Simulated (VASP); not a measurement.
## SiC: single point with PBE

Crystal: SiC.

```
CELL_PARAMETERS angstrom
3.92370 0.00000 0.00000
-1.96185 3.39802 0.00000
0.00000 0.00000 3.45637
ATOMIC_POSITIONS crystal
Si 0.33333 0.66667 0.50000
Si 0.66667 0.33333 0.50000
C 0.33333 0.66667 0.00000
C 0.66667 0.33333 0.00000
```

| Quantity | Value |
| --- | --- |
| Program | VASP 6.6.1 |
| Task | single point |
| Functional | PBE |
| Potentials or basis | VASP PAW PBE potentials, release 64 (Si, C) |
| Cutoff | 520 eV |
| k mesh | 6 × 6 × 6 |
| Occupations | gaussian, width 0.1 eV |
| Spin | no spin polarisation |

| Item | Value |
| --- | --- |
| Pressure | 44.1 GPa |
| Band gap on the k mesh | zero (band 8 reaches 8.01 eV, above the bottom of band 9 at 6.58 eV) |

Stress tensor (GPa, compression positive):
```
25.24  0.00  0.00
 0.00 25.24  0.00
 0.00  0.00 81.78
```

Levels at points of the mesh, in eV from the Fermi level:
| k point | band 6 | band 7 | band 8 | band 9 | band 10 | band 11 |
| --- | --- | --- | --- | --- | --- | --- |
| (0.00, 0.00, 0.00) | -4.53 | -3.63 | -1.04 | -1.04 | 3.20 | 3.20 |
| (0.50, 0.00, 0.00) | -4.96 | -2.83 | -0.40 | 1.42 | 2.31 | 2.36 |
| (0.00, 0.00, 0.50) | -3.91 | -1.99 | -1.99 | 0.70 | 0.70 | 1.08 |
| (0.50, 0.00, 0.50) | -3.20 | -2.72 | -1.85 | 1.68 | 1.70 | 2.87 |

It took 9.8 s on 1 thread of Intel(R) Xeon(R) 6975P-C (Granite Rapids), with other jobs on the host, peak memory 0.15 GiB.
